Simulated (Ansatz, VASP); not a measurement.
# HBr in VASP and in Ansatz

```
H Br
1.0
     0.00000    3.40698    3.42303
     1.67089    0.00000    3.42303
     1.67089    3.40698    0.00000
H Br
1 1
Cartesian
  0.0000 0.0000 0.0000
  1.6709 3.4070 3.4230
```

Alike in both runs: functional LDA; k mesh 6 × 6 × 6; occupations gaussian, width 0.1 eV; no spin polarisation.

Ansatz relaxed the structure, and its values are those at the end. VASP's run is a single point on that final structure, the one shown.

|  | VASP | Ansatz |
| --- | --- | --- |
| version | VASP 6.6.1 | Ansatz 0.2.0 |
| potentials or method | VASP PAW LDA potentials, release 64 (H, Br), cutoff 520 eV | scalar-relativistic, plane waves, PAW |
| valence electrons in the cell | 8 | 8 |

|  | VASP | Ansatz | Ansatz less VASP |
| --- | --- | --- | --- |
| gap on the k mesh at the Fermi level (eV) | 0.70 | 0.70 | -0.003 |
| least direct gap on the mesh (eV) | 1.09 | 1.08 | -0.005 |
| pressure (GPa) | 0.1 | 0.1 | -0.02 |

LDA's correlation is that of Perdew and Zunger in VASP and of Perdew and Wang (1992) in Ansatz.
